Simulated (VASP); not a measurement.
Write the native input for VASP 6.6.1 that does the following.

- Task: single point
- Functional: LDA
- Potentials or basis: VASP PAW LDA potentials, release 64 (Cd, Se)
- Cutoff: 520 eV
- k mesh: 6 × 6 × 6
- Occupations: gaussian, width 0.01 eV
- Spin: no spin polarisation
- Dipole correction: no
- Further INCAR settings: ALGO = Normal; EDIFF = 1e-07; NBANDS = 16

The structure of CdSe lies in POSCAR:

```
CdSe
1.0
    3.0039936764      3.0039936764      0.0000000000
   -3.0039936764      3.0039936764      0.0000000000
    0.0000000000      3.0039936764      3.0039936764
Cd Se
1 1
Direct
    0.0000000000      0.0000000000      0.0000000000
    0.7500000000      0.2500000000      0.5000000000
```

These files were run (other wordings do the same):

INCAR

```
PREC = Accurate ; ENCUT = 520
EDIFF = 1E-7 ; ISMEAR = 0
SIGMA = 0.01 ; LREAL = F
LASPH = T ; NELM = 100
ALGO = Normal ; ISIF = 2
LWAVE = F ; LCHARG = F
NBANDS = 16
```

KPOINTS

```
Automatic mesh
0
Gamma
  6 6 6
```

Potentials or basis: VASP PAW LDA potentials, release 64 (Cd, Se).

Command:

```sh
$ cat potpaw_LDA.64/Cd/POTCAR potpaw_LDA.64/Se/POTCAR > POTCAR
$ mpirun -np 1 vasp_std > vasp.out
```

Results of the run:

```
Pressure               : 0.5 GPa
Band gap on the k mesh : 0.44 eV, direct
```

Run time: 4.7 s on 1 thread of Intel(R) Xeon(R) 6975P-C (Granite Rapids), with other jobs on the host, peak memory 0.15 GiB.
